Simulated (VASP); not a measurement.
## Fe: single point with r2SCAN

The system is Fe.

```
CELL_PARAMETERS angstrom
-1.43040 1.43040 1.43040
1.43040 -1.43040 1.43040
1.43040 1.43040 -1.43040
ATOMIC_POSITIONS crystal
Fe 0.00000 0.00000 0.00000
```

* Program: VASP 6.6.1
* Task: single point
* Functional: r2SCAN
* Potentials or basis: VASP PAW PBE potentials, release 64 (Fe)
* Cutoff: 520 eV
* k mesh: 11 × 11 × 11
* Occupations: methfessel-paxton, width 0.1 eV
* Spin: collinear spin, ferromagnetic start
* Starting moments: [3.5] μB

* Pressure: -0.3 GPa
* Net moment: 2.61 μB per cell
* Site moments: Fe +2.68 μB
* Valence electrons inside the program's atomic spheres: Fe 7.21

Levels at points of the mesh, in eV from the Fermi level:
Spin up:
```tsv
k point	band 1	band 2	band 3	band 4	band 5	band 6	band 7	band 8	band 9	band 10
(0.00, 0.00, 0.00)	-8.50	-3.05	-3.05	-3.05	-1.84	-1.84	25.72	25.72	25.72	30.59
```
Spin down:
```tsv
k point	band 1	band 2	band 3	band 4	band 5	band 6
(0.00, 0.00, 0.00)	-9.16	0.33	0.33	0.33	2.56	2.56
```

Run time: 49 s on 1 thread of AMD EPYC 9R45 96-Core Processor (Zen 5), on a shared host, peak memory 0.11 GiB.

Caveat: the PAW data sets were made with another functional, which shifts forces and pressure a little.
